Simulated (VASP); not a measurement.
Input of a VASP 6.6.1 run:

File INCAR:

```
PREC = Accurate ; ENCUT = 500
EDIFF = 1E-6 ; ISMEAR = 1
SIGMA = 0.05 ; LREAL = F
LASPH = T ; NELM = 120
ALGO = Normal ; ISIF = 2
LWAVE = F ; LCHARG = T
GGA = PE ; LELF = T
LVHAR = T ; NBANDS = 13
GGA_COMPAT = F
```

Contents of KPOINTS:

```
regular mesh
0
Gamma
  15 15 15
```

Contents of POSCAR:

```
W
1.0
   -1.5928939667      1.5823450000      1.5823450000
    1.5823450000     -1.5928939667      1.5823450000
    1.5823450000      1.5823450000     -1.5928939667
W
1
Direct
    0.0000000000      0.0000000000      0.0000000000
```

Potentials or basis: VASP PAW PBE potentials, release 64 (W_sv).

Command:

```console
$ cat potpaw_PBE.64/W_sv/POTCAR > POTCAR
$ mpirun -np 1 vasp_std > vasp.out
```

Task: What does it give for the pressure?

Result: 6.5 GPa.

Task: Estimate the band gap on the k mesh.

Result: Zero (band 7 reaches 16.03 eV, above the bottom of band 8 at 10.27 eV).

Stress tensor (GPa, compression positive):
```
6.45 1.18 1.18
1.18 6.45 1.18
1.18 1.18 6.45
```

Caveat: spin-orbit coupling is left out, which moves the levels of the heavy elements.
